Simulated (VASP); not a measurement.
Runs of VASP 6.6.1 on Ni. The structure is that of space group Im-3m (No. 229), or close to it. The cells are those of the table. This isn't the form of Ni at room conditions, which is fcc.

```tsv
task	level	cell	gap on the mesh (eV)	pressure (GPa)	moment (μB)
single point	BLYP+D3(BJ)	a = 2.399 Å, angles 109.5°, 1 atom	none	(b)	0.40
relaxation of cell and atoms	BLYP+D3(BJ)	relaxed from a = 2.397 Å, angles 109.5°, 1 atom	none	0.3	0.39
single point	PBEsol	a = 2.387 Å, angles 109.5°, 1 atom	none	(a)	0.47
relaxation of cell and atoms	PBEsol	relaxed from a = 2.397 Å, angles 109.5°, 1 atom	none	0.0	0.46
```

Alike in all rows: potentials or basis VASP PAW PBE potentials, release 64 (Ni); spin collinear, ferromagnetic start; k mesh 15 × 15 × 15; cutoff (eV) 600; smearing fermi-dirac 0.1 eV.

**Question.** Estimate the missing entries.

**Answer.** (a) -0.2; (b) -0.3.

Caveats: the PAW data sets were made with another functional, which shifts forces and pressure a little; the relaxation stopped at its first step, so nothing moved (at least some runs).

A gap of «none» marks levels without a gap at the run's occupations.
